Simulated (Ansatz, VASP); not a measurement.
**Rh: VASP beside Ansatz**

```xyz
8
Lattice="4.8167 0.0000 0.0000 0.0000 4.8167 0.0000 0.0000 0.0000 4.8167" Properties=species:S:1:pos:R:3 pbc="T T T"
Rh    2.4084    2.4084    2.4084
Rh    0.0000    0.0000    0.0000
Rh    1.2042    0.0000    2.4084
Rh    2.4084    1.2042    0.0000
Rh    2.4084    3.6125    0.0000
Rh    3.6125    0.0000    2.4084
Rh    0.0000    2.4084    3.6125
Rh    0.0000    2.4084    1.2042
```

Alike in both runs: task relaxation of cell and atoms; functional PBE; k mesh 4 × 4 × 4; occupations gaussian, width 0.1 eV; no spin polarisation.

```csv
,VASP,Ansatz
version,VASP 6.6.1,Ansatz 0.2.0
potentials or method,"VASP PAW PBE potentials, release 64 (Rh_pv), cutoff 600 eV","scalar-relativistic, plane waves, PAW"
valence electrons in the cell,120,136
```

```csv
,VASP,Ansatz,Ansatz less VASP
"gap on the k mesh at the Fermi level, each at its own relaxed structure (eV)",none,none,-
relaxed volume (Å³/atom),14.57,14.55,-0.014
relaxed length of the cell vector where the two differ most in proportion (Å),4.884,4.883,-0.0016
```

A gap of «none» marks a metal or a gap that the smearing closes. VASP's potentials hold 120 valence electrons a cell and Ansatz's 136, so a difference there can come from the potentials and not from the codes.
